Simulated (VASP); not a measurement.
# Rh (P-3m1) in VASP: a series of runs, part 2 of 2

VASP 6.6.1. The steps go on from the part before.

### 3 Single point, PBEsol (the distance across one plane changed)

INCAR

```
  ALGO = Fast
  EDIFF = 1E-6
  ENCUT = 520
  GGA = PS
  ISIF = 2
  ISMEAR = 0
  LASPH = T
  LCHARG = F
  LREAL = F
  LWAVE = F
  NBANDS = 54
  NELM = 100
  PREC = Accurate
  SIGMA = 0.15
```

KPOINTS

```
k-points
0
Gamma
  25 25 5
```

POSCAR

```
Rh
1.0
    1.8899965795     -1.8899965795      0.0000000000
    1.8899965795      0.0000000000     -1.8899965795
    8.7146868564      8.7146868564      8.7146868564
Rh
6
Direct
    0.6666666667      0.6666666667      0.0722771650
    0.0000000000      0.0000000000      0.7951933985
    0.3333333333      0.3333333333      0.2168604117
    0.6666666667      0.6666666667      0.5060269051
    0.0000000000      0.0000000000      0.3614436584
    0.3333333333      0.3333333333      0.6506101518
```

Potentials or basis: VASP PAW PBE potentials, release 64 (Rh_pv).

Launch:

```sh
cat potpaw_PBE.64/Rh_pv/POTCAR > POTCAR
mpirun -np 1 vasp_std > vasp.out
```

OUTCAR:

```text
EDIFF = 1E-6
   ENCUT = 520
   GGA = PS
   ISIF = 2
   ISMEAR = 0
   LASPH = T
   LREAL = F
   NELM = 100
   PREC = Accurate

 ion  position               nearest neighbor table
   1  0.667  0.667  0.072-   3 2.67   3 2.67   3 2.67
   2  0.000  0.000  0.795-   6 2.67   6 2.67   6 2.67
   3  0.333  0.333  0.217-   1 2.67   1 2.67   5 2.67   5 2.67   5 2.67   1 2.67
   4  0.667  0.667  0.506-   6 2.67   6 2.67   5 2.67   5 2.67   5 2.67   6 2.67
   5  0.000  0.000  0.361-   3 2.67   4 2.67   4 2.67   4 2.67   3 2.67   3 2.67
   6  0.333  0.333  0.651-   2 2.67   4 2.67   4 2.67   2 2.67   2 2.67   4 2.67

  LATTYP: Found a hexagonal cell.
 ALAT       =     2.6728587956
 C/A-ratio  =     5.6472419839

  Lattice vectors:

 A1 = (  -1.8899965795,   0.0000000000,   1.8899965795)
 A2 = (   1.8899965795,  -1.8899965795,   0.0000000000)
 A3 = (   8.7146868564,   8.7146868564,   8.7146868564)

Analysis of symmetry for initial positions (statically):
=====================================================================
 Subroutine PRICEL returns:
 Original cell was already a primitive cell.

 Routine SETGRP: Setting up the symmetry group for a
 hexagonal supercell.

 Subroutine GETGRP returns: Found 12 space group operations
 (whereof  6 operations were pure point group operations)
 out of a pool of 24 trial point group operations.

The static configuration has the point symmetry C_3v.
 The point group associated with its full space group is D_3d.

Analysis of symmetry for dynamics (positions and initial velocities):
=====================================================================
 Subroutine PRICEL returns:
 Original cell was already a primitive cell.

 Routine SETGRP: Setting up the symmetry group for a
 hexagonal supercell.

[... 131 lines left out ...]
   IMIX   =      4    mixing-type and parameters
     AMIX     =   0.40;   BMIX     =  1.00
     AMIX_MAG =   1.60;   BMIX_MAG =  1.00
  volume/ion in A,a.u.               =      15.56       105.04
  Fermi-wavevector in a.u.,A,eV,Ry     =   1.617052  3.055785 35.577290  2.614857
  Thomas-Fermi vector in A             =   2.711539
   LORBIT       =      0    0 simple, 1 ext, 2 COOP (PROOUT), +10 PAW based schemes
   GGA     = PS    functional components
   LHFCALC =     F    Hartree Fock is set to
   AEXX    =    0.0000 exact exchange contribution
   IVDW    =     0    specifies the selected vdW correction
   LEPSILON=     F    determine dielectric tensor
   LRPA    =     F    only Hartree local field effects (RPA)
 non-spin polarized calculation
 RMM-DIIS sequential band-by-band and
 Gauss-broadening in eV      SIGMA  =   0.15
  energy-cutoff  :      520.00
  volume of cell :       93.39
 maximum number of plane-waves:      2566
   NGX =  9   NGY =  9   NGZ = 57

 number of electron      90.0000011 magnetization

 Free energy of the ion-electron system (eV)
  ---------------------------------------------------
  ext. energy  EPLUGINS =         0.00000000
  ---------------------------------------------------
  free energy    TOTEN  =       -47.13206895 eV

  energy without entropy =      -47.03428513  energy(sigma->0) =      -47.08317704

 E-fermi :   9.7562     XC(G=0): -13.1516

 val. band max:        9.7550877328   @ k =   0.4400   0.4400   0.2000
 cond. band min:       9.7568713182   @ k =   0.4800   0.0000   0.4000
 fundamental gap:      0.0017835854
 Fermi energy:         9.7561501880

 k-point     1 :       0.0000    0.0000    0.0000
  band No.  band energies     occupation
      1     -37.3545      2.00000
      2     -37.1985      2.00000
      3     -36.9662      2.00000
      4     -36.7342      2.00000
      5     -36.7239      2.00000
      6     -36.7239      2.00000
[... 1357 lines left out ...]
     53      14.0499      0.00000
     54      15.2572      0.00000

 [... further k-points ...]

------------------------ aborting loop because EDIFF is reached ----------------------------------------

  FORCE on cell =-STRESS in cart. coord.  units (eV):
  Direction    XX          YY          ZZ          XY          YZ          ZX
  --------------------------------------------------------------------------------------
  -------------------------------------------------------------------------------------
  Total       -2.9578509     -2.9578509     -2.9578509     -0.0909390     -0.0909390     -0.0909390
  in kB      -50.7448273    -50.7448273    -50.7448273     -1.5601478     -1.5601478     -1.5601478
  external PRESSURE =     -50.7448273 kB  Pullay stress =       0.0000000 kB

 VOLUME and BASIS-vectors are now :
 -----------------------------------------------------------------------------
  energy-cutoff  :      520.00
  volume of cell :       93.39
      direct lattice vectors                 reciprocal lattice vectors
     1.889996579 -1.889996579  0.000000000     0.176367162 -0.352734324  0.176367162
     1.889996579  0.000000000 -1.889996579     0.176367162  0.176367162 -0.352734324
     8.714686856  8.714686856  8.714686856     0.038249605  0.038249605  0.038249605

 POSITION                                       TOTAL-FORCE (eV/Angst)
 -----------------------------------------------------------------------------------
      3.14987     -0.63012     -0.63012         0.073321      0.073321      0.073321
      6.92986      6.92986      6.92986        -0.073321     -0.073321     -0.073321
      3.14987      1.25987      1.25987        -0.152620     -0.152620     -0.152620
      6.92986      3.14987      3.14987         0.119899      0.119899      0.119899
      3.14987      3.14987      3.14987        -0.119899     -0.119899     -0.119899
      6.92986      5.03986      5.03986         0.152620      0.152620      0.152620
 -----------------------------------------------------------------------------------
    total drift:                                0.000041      0.000041      0.000041

  FREE ENERGIE OF THE ION-ELECTRON SYSTEM (eV)
  ---------------------------------------------------
  free  energy   TOTEN  =       -47.1320689500 eV

  energy  without entropy=      -47.0342851255  energy(sigma->0) =      -47.08317704
```

OSZICAR:

```text
N       E                     dE             d eps       ncg     rms          rms(c)
DAV:   1     0.121560057752E+04    0.12156E+04   -0.56141E+04 33604   0.191E+03
DAV:   2    -0.363442454238E+01   -0.12192E+04   -0.11901E+04 33668   0.604E+02
DAV:   3    -0.498523606172E+02   -0.46218E+02   -0.43501E+02 35202   0.122E+02
DAV:   4    -0.507348046756E+02   -0.88244E+00   -0.86978E+00 34420   0.157E+01
DAV:   5    -0.507523894103E+02   -0.17585E-01   -0.17563E-01 36406   0.202E+00    0.262E+01
RMM:   6    -0.476578059246E+02    0.30946E+01   -0.11572E+01 32375   0.189E+01    0.105E+01
RMM:   7    -0.704339682956E+02   -0.22776E+02   -0.10950E+01 36391   0.123E+01    0.407E+01
RMM:   8    -0.500798296694E+02    0.20354E+02   -0.44521E+00 34987   0.872E+00    0.171E+01
RMM:   9    -0.476491303117E+02    0.24307E+01   -0.15281E+00 33720   0.559E+00    0.841E+00
RMM:  10    -0.473656548437E+02    0.28348E+00   -0.58063E-01 34691   0.289E+00    0.524E+00
RMM:  11    -0.471362321129E+02    0.22942E+00   -0.79620E-02 33271   0.150E+00    0.858E-01
RMM:  12    -0.471367957724E+02   -0.56366E-03   -0.19221E-02 34843   0.522E-01    0.761E-01
RMM:  13    -0.471341472999E+02    0.26485E-02   -0.26293E-03 37687   0.185E-01    0.513E-01
RMM:  14    -0.471331892130E+02    0.95809E-03   -0.70174E-04 36137   0.114E-01    0.357E-01
RMM:  15    -0.471322486603E+02    0.94055E-03   -0.26630E-04 35318   0.704E-02    0.147E-01
RMM:  16    -0.471320723514E+02    0.17631E-03   -0.11133E-04 35813   0.405E-02    0.273E-02
RMM:  17    -0.471320690586E+02    0.32928E-05   -0.22834E-05 37778   0.191E-02    0.754E-03
RMM:  18    -0.471320689500E+02    0.10854E-06   -0.52983E-06 24324   0.957E-03
   1 F= -.47132069E+02 E0= -.47083177E+02  d E =-.977838E-01
```

stdout:

```text
POSCAR found type information on POSCAR Rh
 POSCAR found :  1 types and       6 ions
 scaLAPACK will be used
 -----------------------------------------------------------------------------
|                                                                             |
|                                                                             |
|     You enforced a specific xc type in the INCAR file but a different       |
|     I HOPE YOU KNOW WHAT YOU ARE DOING!                                     |
|                                                                             |
 -----------------------------------------------------------------------------

 LDA part: xc-table for (Slater+PW92), standard interpolation
 POSCAR, INCAR and KPOINTS ok, starting setup
 FFT: planning ... GRIDC
 FFT: planning ... GRID_SOFT
 FFT: planning ... GRID
 WAVECAR not read
 entering main loop
```

Wall time 35 min (1 thread of Oxide Virtual Turin-like, shared host); peak memory 0.92 GiB.

What came out:

```yaml
Free_energy: -47.1321 eV
Pressure: -5.1 GPa
Largest_force: 0.264 eV/Å
Band_gap_on_the_k_mesh: zero (bands 45 and 46 overlap by 1.75 eV)
```

Forces in eV/Å, atoms in the order of the input:
```
Rh   0.073  0.073  0.073
Rh  -0.073 -0.073 -0.073
Rh  -0.153 -0.153 -0.153
Rh   0.120  0.120  0.120
Rh  -0.120 -0.120 -0.120
Rh   0.153  0.153  0.153
```

Caveat: the cell differs from its parent crystal (the distance across one plane changed); the cell stands under tension; the PAW data sets were made with another functional, which shifts forces and pressure a little.
